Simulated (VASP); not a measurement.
# AlN (F-43m) in VASP: settings compared

The runs below take AlN through single point, with RPBE+D3(BJ), PBE.

Program: VASP 6.6.1. These are calculated values, not measurements. Logs are shortened: lines on timing, memory, paths and dates and some standing lists are left out, and cuts for length are marked.

## 1. The cell of the first run

It takes space group F-43m (No. 216, cubic). The conventional cell has a = 4.368 Å, b = 4.368 Å, c = 4.368 Å, α = 90.00°, β = 90.00°, γ = 90.00°. Within 2.5 Å of Al (site symmetry -43m) lie 4 N at 1.89 Å. Within 2.5 Å of N (site symmetry -43m) lie 4 Al at 1.89 Å.

## 2. Single point, RPBE+D3(BJ)

Input file INCAR:

```
SYSTEM = AlN
PREC = Accurate
ENCUT = 600
EDIFF = 1E-6
ISMEAR = -1
SIGMA = 0.05
LREAL = .False.
LASPH = .True.
NELM = 120
ALGO = Normal
ISIF = 2
LWAVE = .False.
LCHARG = .False.
GGA = RP
IVDW = 12
NBANDS = 11
GGA_COMPAT = .False.
```

Input file KPOINTS:

```
regular mesh
0
Gamma
  10 10 10
  0 0 0
```

Input file POSCAR:

```
AlN
1.0
    0.0000000000      2.1839935596      2.1839935596
    2.1839935596      0.0000000000      2.1839935596
    2.1839935596      2.1839935596      0.0000000000
Al N
1 1
Direct
    0.0000000000      0.0000000000      0.0000000000
    0.2500000000      0.2500000000      0.2500000000
```

Potentials or basis: VASP PAW PBE potentials, release 64 (Al, N).

The run is started by

```sh
$ cat potpaw_PBE.64/Al/POTCAR potpaw_PBE.64/N/POTCAR > POTCAR
$ mpirun -np 1 vasp_std > vasp.out
```

OUTCAR:

```text
SYSTEM = AlN
   PREC = Accurate
   ENCUT = 600
   EDIFF = 1E-6
   ISMEAR = -1
   LREAL = .False.
   LASPH = .True.
   NELM = 120
   ISIF = 2
   GGA = RP
   IVDW = 12
 IVDW          = 12

 ion  position               nearest neighbor table
   1  0.000  0.000  0.000-   2 1.89   2 1.89   2 1.89   2 1.89
   2  0.250  0.250  0.250-   1 1.89   1 1.89   1 1.89   1 1.89

  LATTYP: Found a face centered cubic cell.
 ALAT       =     4.3679871192

  Lattice vectors:

 A1 = (   0.0000000000,   2.1839935596,   2.1839935596)
 A2 = (   2.1839935596,   0.0000000000,   2.1839935596)
 A3 = (   2.1839935596,   2.1839935596,   0.0000000000)

Analysis of symmetry for initial positions (statically):
=====================================================================
 Subroutine PRICEL returns:
 Original cell was already a primitive cell.

 Routine SETGRP: Setting up the symmetry group for a
 face centered cubic supercell.

 Subroutine GETGRP returns: Found 24 space group operations
 (whereof 24 operations were pure point group operations)
 out of a pool of 48 trial point group operations.

The static configuration has the point symmetry T_d .

Analysis of symmetry for dynamics (positions and initial velocities):
=====================================================================
 Subroutine PRICEL returns:
 Original cell was already a primitive cell.

 Routine SETGRP: Setting up the symmetry group for a
 face centered cubic supercell.

 Subroutine GETGRP returns: Found 24 space group operations
 (whereof 24 operations were pure point group operations)
 out of a pool of 48 trial point group operations.

The dynamic configuration has the point symmetry T_d .

 Subroutine INISYM returns: Found 24 space group operations
 (whereof 24 operations are pure point group operations),
 and found     1 'primitive' translations

----------------------------------------------------------------------------------------

                                     Primitive cell

  volume of cell :      20.8345

  direct lattice vectors                    reciprocal lattice vectors
     0.000000000  2.183993560  2.183993560    -0.228938404  0.228938404  0.228938404
     2.183993560  0.000000000  2.183993560     0.228938404 -0.228938404  0.228938404
     2.183993560  2.183993560  0.000000000     0.228938404  0.228938404 -0.228938404

  length of vectors
     3.088633312  3.088633312  3.088633312     0.396532948  0.396532948  0.396532948

  position of ions in fractional coordinates (direct lattice)
     0.000000000  0.000000000  0.000000000
     0.250000000  0.250000000  0.250000000

  ion indices of the primitive-cell ions
   primitive index   ion index
                 1           1
                 2           2

----------------------------------------------------------------------------------------

 KPOINTS: regular mesh

Automatic generation of k-mesh.
 Grid dimensions read from file:
 generate k-points for:   10   10   10

 Generating k-lattice:

  Cartesian coordinates                     Fractional coordinates (reciprocal lattice)
    -0.022893840  0.022893840  0.022893840     0.100000000  0.000000000  0.000000000
     0.022893840 -0.022893840  0.022893840     0.000000000  0.100000000  0.000000000
     0.022893840  0.022893840 -0.022893840     0.000000000  0.000000000  0.100000000

  Length of vectors
     0.039653295  0.039653295  0.039653295

  Shift w.r.t. Gamma in fractional coordinates (k-lattice)
     0.000000000  0.000000000  0.000000000

 Subroutine IBZKPT returns following result:
 ===========================================

 Found     47 irreducible k-points:

 Following reciprocal coordinates:
            Coordinates               Weight
  0.000000  0.000000  0.000000      1.000000
  0.100000  0.000000  0.000000      8.000000
  0.200000  0.000000  0.000000      8.000000
  0.300000  0.000000  0.000000      8.000000
  0.400000  0.000000  0.000000      8.000000
  0.500000  0.000000  0.000000      4.000000
[... 16 lines left out ...]
  0.300000  0.300000  0.000000      6.000000
  0.400000  0.300000  0.000000     24.000000
 [... further k-points ...]
   k-points           NKPTS =     47   k-points in BZ     NKDIM =     47   number of bands    NBANDS=     11
   number of dos      NEDOS =    301   number of ions     NIONS =      2
   total plane-waves  NPLWV =  21952
   dimension x,y,z NGX =    28 NGY =   28 NGZ =   28
   dimension x,y,z NGXF=    56 NGYF=   56 NGZF=   56
   ions per type =               1   1
   NGX,Y,Z   is equivalent  to a cutoff of  15.07, 15.07, 15.07 a.u.
   NGXF,Y,Z  is equivalent  to a cutoff of  30.14, 30.14, 30.14 a.u.
 SYSTEM =  AlN
   PREC   = accura    normal or accurate (medium, high low for compatibility)
   ISTART =      0    job   : 0-new  1-cont  2-samecut
   ICHARG =      2    charge: 1-file 2-atom 10-const
   ISPIN  =      1    spin polarized calculation?
   LNONCOLLINEAR =      F non collinear calculations
   LSORBIT =      F    spin-orbit coupling
   LASPH  =      T    aspherical Exc in radial PAW
   ENCUT  =  600.0 eV  44.10 Ry    6.64 a.u.   6.17  6.17  6.17*2*pi/ulx,y,z
   NELM   =    120;   NELMIN=  2; NELMDL= -5     # of ELM steps
   EDIFF  = 0.1E-05   stopping-criterion for ELM
   LREAL  =      F    real-space projection
   EDIFFG = 0.1E-04   stopping-criterion for IOM
   NSW    =      0    number of steps for IOM
   IBRION =     -1    ionic relax: 0-MD 1-quasi-New 2-CG
   NFREE  =      0    steps in history (QN), initial steepest desc. (CG)
   ISIF   =      2    stress and relaxation
   ISYM   =      2    0-nonsym 1-usesym 2-fastsym
   POTIM  = 0.5000    time-step for ionic-motion
   TEBEG  =    0.0;   TEEND  =   0.0 temperature during run
   PSTRESS=    0.0 pullay stress
   NELECT =       8.0000    total number of electrons
   NUPDOWN=      -1.0000    fix difference up-down
   EMIN   =  10.00;   EMAX   =-10.00  energy-range for DOS
   EFERMI =   0.00;   METHOD = LEGACY
   ISMEAR =    -1;   SIGMA  =   0.05  broadening in eV -4-tet -1-fermi 0-gaus
   EFERMI_NEDOS =   21; number of points for ismear=-14 and -15
   IALGO  =     38    algorithm
   IMIX   =      4    mixing-type and parameters
     AMIX     =   0.40;   BMIX     =  1.00
     AMIX_MAG =   1.60;   BMIX_MAG =  1.00
  volume/ion in A,a.u.               =      10.42        70.30
  Fermi-wavevector in a.u.,A,eV,Ry     =   1.189899  2.248583 19.263943  1.415860
  Thomas-Fermi vector in A             =   2.325996
   LORBIT       =      0    0 simple, 1 ext, 2 COOP (PROOUT), +10 PAW based schemes
   GGA     = RP    functional components
   LHFCALC =     F    Hartree Fock is set to
   AEXX    =    0.0000 exact exchange contribution
   IVDW    =    12    specifies the selected vdW correction
   LEPSILON=     F    determine dielectric tensor
   LRPA    =     F    only Hartree local field effects (RPA)
 non-spin polarized calculation
  energy-cutoff  :      600.00
  volume of cell :       20.83
 maximum number of plane-waves:       725
 NGX is ok and might be reduce to    28
   NGX = 13   NGY = 13   NGZ = 13

 number of electron       7.9999999 magnetization

 Free energy of the ion-electron system (eV)
  ---------------------------------------------------
  ext. energy  EPLUGINS =         0.00000000
  ---------------------------------------------------
  free energy    TOTEN  =       -14.11416623 eV

  energy without entropy =      -14.11416623  energy(sigma->0) =      -14.11416623

 E-fermi :   7.0881     XC(G=0): -10.8073

 val. band max:        6.0821019842   @ k =   0.0000   0.0000   0.0000
 cond. band min:       9.4444810642   @ k =   0.5000   0.5000   0.0000
 fundamental gap:      3.3623790799
 Fermi energy:         7.0881178097

 k-point     1 :       0.0000    0.0000    0.0000
  band No.  band energies     occupation
      1      -8.9404      2.00000
      2       6.0821      2.00000
      3       6.0821      2.00000
      4       6.0821      2.00000
      5      10.3138      0.00000
      6      18.7500      0.00000
      7      18.7500      0.00000
      8      18.7500      0.00000
      9      23.7910      0.00000
     10      23.7910      0.00000
     11      25.2419      0.00000

 k-point     2 :       0.1000    0.0000    0.0000
  band No.  band energies     occupation
      1      -8.7952      2.00000
      2       5.2738      2.00000
      3       6.0311      2.00000
      4       6.0311      2.00000
      5      10.9762      0.00000
      6      18.3640      0.00000
      7      18.8846      0.00000
      8      18.8846      0.00000
      9      22.5479      0.00000
     10      22.5479      0.00000
     11      24.4644      0.00000

 k-point     3 :       0.2000    0.0000    0.0000
  band No.  band energies     occupation
      1      -8.3825      2.00000
      2       3.6747      2.00000
      3       5.9038      2.00000
      4       5.9038      2.00000
      5      12.1098      0.00000
      6      17.5607      0.00000
      7      18.8044      0.00000
      8      18.8044      0.00000
      9      22.0298      0.00000
     10      22.0298      0.00000
     11      23.6032      0.00000

 k-point     4 :       0.3000    0.0000    0.0000
  band No.  band energies     occupation
      1      -7.7844      2.00000
      2       2.0374      2.00000
      3       5.7576      2.00000
      4       5.7576      2.00000
      5      12.9688      0.00000
      6      16.7856      0.00000
      7      18.1270      0.00000
      8      18.1270      0.00000
      9      23.1101      0.00000
     10      23.1101      0.00000
     11      23.4331      0.00000
[... 239 lines left out ...]
 k-point    22 :      -0.2000    0.2000    0.0000
  band No.  band energies     occupation
      1      -7.5880      2.00000
      2       2.3379      2.00000
      3       4.4065      2.00000
      4       5.8313      2.00000
      5      13.6944      0.00000
      6      16.1244      0.00000
      7      17.5931      0.00000
      8      18.6622      0.00000
      9      21.1282      0.00000
     10      24.6542      0.00000
     11      27.4943      0.00000

 k-point    23 :       0.3000    0.3000    0.0000
  band No.  band energies     occupation
      1      -7.4127      2.00000
      2       2.5805      2.00000
      3       4.8518      2.00000
      4       4.8518      2.00000
      5      11.4582      0.00000
      6      15.8917      0.00000
      7      18.0572      0.00000
      8      20.6991      0.00000
      9      20.6991      0.00000
     10      26.4935      0.00000
     11      29.9222      0.00000

 k-point    24 :       0.4000    0.3000    0.0000
  band No.  band energies     occupation
      1      -6.9570      2.00000
      2       1.9533      2.00000
      3       4.3938      2.00000
      4       4.6892      2.00000
      5      11.0437      0.00000
      6      15.7222      0.00000
      7      18.4396      0.00000
      8      20.7793      0.00000
      9      21.2968      0.00000
     10      27.4454      0.00000
     11      29.7117      0.00000

 [... further k-points ...]

------------------------ aborting loop because EDIFF is reached ----------------------------------------

 Edisp (eV)   -2.25486

 E8    (eV) :    -1.3403

  FORCE on cell =-STRESS in cart. coord.  units (eV):
  Direction    XX          YY          ZZ          XY          YZ          ZX
  --------------------------------------------------------------------------------------
  -------------------------------------------------------------------------------------
  Total      -1.74491    -1.74491    -1.74491     0.00000     0.00000     0.00000
  in kB    -134.18402  -134.18402  -134.18402     0.00000     0.00000     0.00000
  external pressure =     -134.18 kB  Pullay stress =        0.00 kB

 VOLUME and BASIS-vectors are now :
 -----------------------------------------------------------------------------
  energy-cutoff  :      600.00
  volume of cell :       20.83
      direct lattice vectors                 reciprocal lattice vectors
     0.000000000  2.183993560  2.183993560    -0.228938404  0.228938404  0.228938404
     2.183993560  0.000000000  2.183993560     0.228938404 -0.228938404  0.228938404
     2.183993560  2.183993560  0.000000000     0.228938404  0.228938404 -0.228938404

 POSITION                                       TOTAL-FORCE (eV/Angst)
 -----------------------------------------------------------------------------------
      0.00000      0.00000      0.00000         0.000000      0.000000      0.000000
      1.09200      1.09200      1.09200        -0.000000     -0.000000     -0.000000
 -----------------------------------------------------------------------------------
    total drift:                                0.000000      0.000000      0.000000

  FREE ENERGIE OF THE ION-ELECTRON SYSTEM (eV)
  ---------------------------------------------------
  free  energy   TOTEN  =       -16.3690300347 eV

  energy  without entropy=      -16.3690300346  energy(sigma->0) =      -16.36903003
```

It took 25 s on 1 thread of Intel Xeon 8259CL, shared host; peak memory 0.16 GiB.

Results:

* Free energy: -16.3690 eV
* Pressure: -13.4 GPa
* Band gap on the k mesh: 3.36 eV, indirect (least direct gap 4.23 eV)
* Dispersion energy per atom: -1.127 eV

Caveat: the PAW data sets were made with another functional, which shifts forces and pressure a little.

## 3. Single point, PBE

Input file INCAR:

```
PREC = Accurate
ENCUT = 520
EDIFF = 1E-6
ISMEAR = -1
SIGMA = 0.04
LREAL = F
LASPH = T
NELM = 80
ALGO = Normal
ISIF = 2
LWAVE = F
LCHARG = F
GGA = PE
NBANDS = 11
```

Input file KPOINTS:

```
Automatic mesh
0
Gamma
  4 4 4
```

POSCAR is that of step 2.

Potentials or basis: VASP PAW PBE potentials, release 64 (Al, N).

The run is started by

```sh
$ cat potpaw_PBE.64/Al/POTCAR potpaw_PBE.64/N/POTCAR > POTCAR
$ mpirun -np 1 vasp_std > vasp.out
```

Run time: 3.4 s. Hardware: 1 thread of Intel Xeon 8259CL, shared host; peak memory 0.13 GiB.

The run converged. Its results:

```yaml
Free_energy: -14.8034 eV
Pressure: 4.6 GPa
Band_gap_on_the_k_mesh: 3.29 eV, indirect (least direct gap 4.18 eV)
```

Levels at points of the mesh, in eV from the valence-band top:
```
           k point  band 1  band 2  band 3  band 4  band 5  band 6  band 7  band 8  band 9
(0.00, 0.00, 0.00)  -14.99    0.00    0.00    0.00    4.18   12.53   12.53   12.53   17.66
(0.50, 0.00, 0.00)  -12.93   -5.87   -0.48   -0.48    7.36    9.86   11.12   11.12   17.97
(0.50, 0.50, 0.00)  -12.30   -4.91   -1.78   -1.78    3.29    8.59   13.95   15.72   15.72
```

Caveat: the k points lie up to 0.62 Å⁻¹ apart. A k mesh can miss the band edges.
